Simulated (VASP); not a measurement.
# SnO2 (P6_3/mmc) in VASP: further runs

The runs below take SnO2 through single point, with PBEsol.

Everything below comes from runs of VASP 6.6.1. Logs are shortened: lines on timing, memory, paths and dates and some standing lists are left out, and cuts for length are marked.

## (1) The cell of the first run

It takes space group P6_3/mmc (No. 194, hexagonal). The conventional cell has a = 3.273 Å, b = 3.273 Å, c = 10.933 Å, α = 90.00°, β = 90.00°, γ = 120.00°. Sn (site symmetry -3m) has 6 O at 2.15 Å within 2.8 Å. O (site symmetry 3m) has 3 Sn at 2.15 Å and 3 O at 2.79 Å within 2.8 Å.

## (2) Single point, PBEsol

The input, INCAR:

```
  PREC = Accurate
  ENCUT = 520
  EDIFF = 1E-6
  ISMEAR = 0
  SIGMA = 0.01
  LREAL = False
  LASPH = True
  NELM = 80
  ALGO = Normal
  ISIF = 2
  LWAVE = False
  LCHARG = False
  GGA = PS
  NBANDS = 35
```

The input, KPOINTS:

```
regular mesh
0
Gamma
  12 12 2
```

The input, POSCAR:

```
SnO2
1.0
    3.2730884542      0.0000000000      0.0000000000
   -1.6365442271      2.8345778668      0.0000000000
    0.0000000000      0.0000000000     10.9325593628
Sn O
2 4
Direct
    0.0000000000      0.0000000000      0.5000000000
    0.0000000000      0.0000000000      0.0000000000
    0.6666666667      0.3333333333      0.4058620000
    0.6666666667      0.3333333333      0.0941380000
    0.3333333333      0.6666666667      0.5941380000
    0.3333333333      0.6666666667      0.9058620000
```

Potentials or basis: VASP PAW PBE potentials, release 64 (Sn_d, O).

On the command line:

```sh
$ cat potpaw_PBE.64/Sn_d/POTCAR potpaw_PBE.64/O/POTCAR > POTCAR
$ mpirun -np 1 vasp_std > vasp.out
```

OUTCAR:

```text
PREC = Accurate
   ENCUT = 520
   EDIFF = 1E-6
   ISMEAR = 0
   LREAL = False
   LASPH = True
   NELM = 80
   ISIF = 2
   GGA = PS

 ion  position               nearest neighbor table
   1  0.000  0.000  0.500-   3 2.15   5 2.15   3 2.15   5 2.15   3 2.15   5 2.15
   2  0.000  0.000  0.000-   4 2.15   6 2.15   4 2.15   6 2.15   4 2.15   6 2.15
   3  0.667  0.333  0.406-   1 2.15   1 2.15   1 2.15
   4  0.667  0.333  0.094-   2 2.15   2 2.15   2 2.15
   5  0.333  0.667  0.594-   1 2.15   1 2.15   1 2.15
   6  0.333  0.667  0.906-   2 2.15   2 2.15   2 2.15

  LATTYP: Found a hexagonal cell.
 ALAT       =     3.2730884542
 C/A-ratio  =     3.3401356290

  Lattice vectors:

 A1 = (   3.2730884542,   0.0000000000,   0.0000000000)
 A2 = (  -1.6365442271,   2.8345778668,   0.0000000000)
 A3 = (   0.0000000000,   0.0000000000,  10.9325593628)

Analysis of symmetry for initial positions (statically):
=====================================================================
 Subroutine PRICEL returns:
 Original cell was already a primitive cell.

 Routine SETGRP: Setting up the symmetry group for a
 hexagonal supercell.

 Subroutine GETGRP returns: Found 24 space group operations
 (whereof 12 operations were pure point group operations)
 out of a pool of 24 trial point group operations.

The static configuration has the point symmetry D_3d.
 The point group associated with its full space group is D_6h.

Analysis of symmetry for dynamics (positions and initial velocities):
=====================================================================
 Subroutine PRICEL returns:
 Original cell was already a primitive cell.

 Routine SETGRP: Setting up the symmetry group for a
 hexagonal supercell.

 Subroutine GETGRP returns: Found 24 space group operations
 (whereof 12 operations were pure point group operations)
 out of a pool of 24 trial point group operations.

The dynamic configuration has the point symmetry D_3d.
 The point group associated with its full space group is D_6h.

 Subroutine INISYM returns: Found 24 space group operations
 (whereof 12 operations are pure point group operations),
 and found     1 'primitive' translations

----------------------------------------------------------------------------------------

                                     Primitive cell

  volume of cell :     101.4304

  direct lattice vectors                    reciprocal lattice vectors
     3.273088454  0.000000000  0.000000000     0.305521838  0.176393108  0.000000000
[... 98 lines left out ...]
   IBRION =     -1    ionic relax: 0-MD 1-quasi-New 2-CG
   NFREE  =      0    steps in history (QN), initial steepest desc. (CG)
   ISIF   =      2    stress and relaxation
   ISYM   =      2    0-nonsym 1-usesym 2-fastsym
   POTIM  = 0.5000    time-step for ionic-motion
   TEBEG  =    0.0;   TEEND  =   0.0 temperature during run
   PSTRESS=    0.0 pullay stress
   NELECT =      52.0000    total number of electrons
   NUPDOWN=      -1.0000    fix difference up-down
   EMIN   =  10.00;   EMAX   =-10.00  energy-range for DOS
   EFERMI =   0.00;   METHOD = LEGACY
   ISMEAR =     0;   SIGMA  =   0.01  broadening in eV -4-tet -1-fermi 0-gaus
   EFERMI_NEDOS =   21; number of points for ismear=-14 and -15
   IALGO  =     38    algorithm
   IMIX   =      4    mixing-type and parameters
     AMIX     =   0.40;   BMIX     =  1.00
     AMIX_MAG =   1.60;   BMIX_MAG =  1.00
  volume/ion in A,a.u.               =      16.91       114.08
  Fermi-wavevector in a.u.,A,eV,Ry     =   1.310247  2.476008 23.357776  1.716748
  Thomas-Fermi vector in A             =   2.440791
   LORBIT       =      0    0 simple, 1 ext, 2 COOP (PROOUT), +10 PAW based schemes
   GGA     = PS    functional components
   LHFCALC =     F    Hartree Fock is set to
   AEXX    =    0.0000 exact exchange contribution
   IVDW    =     0    specifies the selected vdW correction
   LEPSILON=     F    determine dielectric tensor
   LRPA    =     F    only Hartree local field effects (RPA)
 non-spin polarized calculation
 Gauss-broadening in eV      SIGMA  =   0.01
  energy-cutoff  :      520.00
  volume of cell :      101.43
 maximum number of plane-waves:      2778
   NGX = 13   NGY = 13   NGZ = 41

 number of electron      52.0000015 magnetization

 Free energy of the ion-electron system (eV)
  ---------------------------------------------------
  ext. energy  EPLUGINS =         0.00000000
  ---------------------------------------------------
  free energy    TOTEN  =       -38.37161223 eV

  energy without entropy =      -38.37161223  energy(sigma->0) =      -38.37161223

 E-fermi :   1.7652     XC(G=0):  -9.1660

 val. band max:        1.6547966632   @ k =   0.2500   0.2500   0.0000
 cond. band min:       3.4862983308   @ k =   0.0000   0.0000   0.0000
 fundamental gap:      1.8315016676
 Fermi energy:         1.7651629206

 k-point     1 :       0.0000    0.0000    0.0000
  band No.  band energies     occupation
      1     -18.2836      2.00000
      2     -18.2833      2.00000
      3     -18.1035      2.00000
      4     -18.1035      2.00000
      5     -18.1035      2.00000
      6     -18.1035      2.00000
[... 901 lines left out ...]
     34      12.8814      0.00000
     35      13.4806      0.00000

 [... further k-points ...]

------------------------ aborting loop because EDIFF is reached ----------------------------------------

  FORCE on cell =-STRESS in cart. coord.  units (eV):
  Direction    XX          YY          ZZ          XY          YZ          ZX
  --------------------------------------------------------------------------------------
  -------------------------------------------------------------------------------------
  Total       -6.2897437     -6.2897442     -2.7482211      0.0000000      0.0000000      0.0000000
  in kB      -99.3517569    -99.3517651    -43.4104480      0.0000000      0.0000000      0.0000000
  external PRESSURE =     -80.7046567 kB  Pullay stress =       0.0000000 kB

 VOLUME and BASIS-vectors are now :
 -----------------------------------------------------------------------------
  energy-cutoff  :      520.00
  volume of cell :      101.43
      direct lattice vectors                 reciprocal lattice vectors
     3.273088454  0.000000000  0.000000000     0.305521838  0.176393108  0.000000000
    -1.636544227  2.834577867  0.000000000     0.000000000  0.352786216  0.000000000
     0.000000000  0.000000000 10.932559363     0.000000000  0.000000000  0.091469890

 POSITION                                       TOTAL-FORCE (eV/Angst)
 -----------------------------------------------------------------------------------
      0.00000      0.00000      5.46628        -0.000000      0.000000      0.000000
      0.00000      0.00000      0.00000        -0.000000      0.000000      0.000000
      1.63654      0.94486      4.43711        -0.000000      0.000000      0.712327
      1.63654      0.94486      1.02917        -0.000000      0.000000     -0.712327
     -0.00000      1.88972      6.49545         0.000000     -0.000000     -0.712327
     -0.00000      1.88972      9.90339         0.000000     -0.000000      0.712327
 -----------------------------------------------------------------------------------
    total drift:                               -0.000000      0.000000      0.000000

  FREE ENERGIE OF THE ION-ELECTRON SYSTEM (eV)
  ---------------------------------------------------
  free  energy   TOTEN  =       -38.3716122281 eV

  energy  without entropy=      -38.3716122281  energy(sigma->0) =      -38.37161223
```

OSZICAR:

```text
N       E                     dE             d eps       ncg     rms          rms(c)
DAV:   1     0.627956087517E+03    0.62796E+03   -0.25394E+04  2911   0.206E+03
DAV:   2     0.626581877032E+02   -0.56530E+03   -0.53197E+03  2964   0.585E+02
DAV:   3    -0.377130345701E+02   -0.10037E+03   -0.98694E+02  2933   0.207E+02
DAV:   4    -0.433555093189E+02   -0.56425E+01   -0.56036E+01  3316   0.548E+01
DAV:   5    -0.435127498027E+02   -0.15724E+00   -0.15703E+00  3315   0.943E+00    0.137E+01
DAV:   6    -0.384014388345E+02    0.51113E+01   -0.15360E+01  4122   0.628E+01    0.599E+00
DAV:   7    -0.384285745015E+02   -0.27136E-01   -0.19082E+00  2894   0.797E+00    0.309E+00
DAV:   8    -0.383783967103E+02    0.50178E-01   -0.21038E-01  3693   0.343E+00    0.893E-01
DAV:   9    -0.383695738331E+02    0.88229E-02   -0.28248E-02  3964   0.243E+00    0.134E-01
DAV:  10    -0.383714137302E+02   -0.18399E-02   -0.64764E-03  3329   0.800E-01    0.763E-02
DAV:  11    -0.383715712770E+02   -0.15755E-03   -0.66339E-04  4213   0.270E-01    0.311E-02
DAV:  12    -0.383716092878E+02   -0.38011E-04   -0.60346E-05  3156   0.546E-02    0.166E-02
DAV:  13    -0.383716114026E+02   -0.21147E-05   -0.13430E-05  3676   0.254E-02    0.246E-03
DAV:  14    -0.383716122281E+02   -0.82553E-06   -0.18800E-06  2389   0.119E-02
   1 F= -.38371612E+02 E0= -.38371612E+02  d E =-.152712E-56
```

Wall time 82 s (1 thread of Intel Xeon Platinum 8488C (Sapphire Rapids), shared host); peak memory 0.27 GiB.

What came out:

```
Free energy            : -38.3716 eV
Pressure               : -8.1 GPa
Largest force          : 0.712 eV/Å
Band gap on the k mesh : 1.83 eV (least direct gap 2.18 eV)
```

Forces on the atoms (eV/Å):
```
Sn   0.000  0.000  0.000
Sn   0.000  0.000  0.000
O    0.000  0.000  0.712
O    0.000  0.000 -0.712
O    0.000  0.000 -0.712
O    0.000  0.000  0.712
```

Stress tensor (GPa, compression positive):
```
-9.94  0.00  0.00
 0.00 -9.94  0.00
 0.00  0.00 -4.34
```

Caveat: the stress differs along the axes, from -10 to -4 GPa; the PAW data sets were made with another functional, which shifts forces and pressure a little; spin-orbit coupling is left out, which moves the levels of the heavy elements. A k mesh can miss the band edges.

## (3) Single point, PBEsol

This run uses another cell than the first one, of 17.23 Å³/atom.

The input, INCAR:

```
PREC = Accurate
ENCUT = 520
EDIFF = 1E-6
ISMEAR = 0
SIGMA = 0.01
LREAL = False
LASPH = True
NELM = 100
ALGO = Normal
ISIF = 2
LWAVE = False
LCHARG = True
GGA = PS
LELF = True
LVHAR = True
NBANDS = 35
```

The input, KPOINTS:

```
Automatic mesh
0
Gamma
  12 12 2
```

Changes to POSCAR since step 2:

```diff
@@ -2,5 +2,5 @@
 1.0
-    3.2730884542      0.0000000000      0.0000000000
-   -1.6365442271      2.8345778668      0.0000000000
-    0.0000000000      0.0000000000     10.9325593628
+    3.2939367134      0.0000000000      0.0000000000
+   -1.6469683567      2.8526329897      0.0000000000
+    0.0000000000      0.0000000000     11.0021953763
 Sn O
```

Potentials or basis: VASP PAW PBE potentials, release 64 (Sn_d, O).

On the command line:

```sh
$ cat potpaw_PBE.64/Sn_d/POTCAR potpaw_PBE.64/O/POTCAR > POTCAR
$ mpirun -np 1 vasp_std > vasp.out
```

Run time: 98 s. Hardware: 1 thread of Intel Xeon Platinum 8488C (Sapphire Rapids), shared host; peak memory 0.26 GiB.

The run converged. Its results:

```yaml
Free_energy: -38.2645 eV
Pressure: -9.8 GPa
Largest_force: 0.877 eV/Å
Band_gap_on_the_k_mesh: 1.73 eV (least direct gap 2.06 eV)
```

Forces on the atoms (eV/Å):
```
Sn   0.000  0.000  0.000
Sn   0.000  0.000  0.000
O    0.000  0.000  0.877
O    0.000  0.000 -0.877
O    0.000  0.000 -0.877
O    0.000  0.000  0.877
```

Stress tensor (GPa, compression positive):
```
-12.07   0.00   0.00
  0.00 -12.07   0.00
  0.00   0.00  -5.38
```

Levels at points of the mesh, in eV from the valence-band top:
```csv
k point,band 22,band 23,band 24,band 25,band 26,band 27,band 28,band 29,band 30,band 31
"(0.00, 0.00, 0.00)",-0.90,-0.88,-0.88,-0.87,-0.32,1.73,2.37,5.03,5.34,9.82
"(0.50, 0.00, 0.00)",-1.11,-0.57,-0.54,-0.42,-0.09,4.53,4.63,6.55,7.05,9.44
"(0.00, 0.00, 0.50)",-0.89,-0.89,-0.89,-0.62,-0.62,2.07,2.07,5.19,5.19,9.99
"(0.50, 0.00, 0.50)",-1.25,-0.55,-0.55,-0.24,-0.24,4.58,4.58,6.79,6.79,9.61
```

Caveat: the stress differs along the axes, from -12 to -5 GPa; the PAW data sets were made with another functional, which shifts forces and pressure a little; spin-orbit coupling is left out, which moves the levels of the heavy elements. A k mesh can miss the band edges.
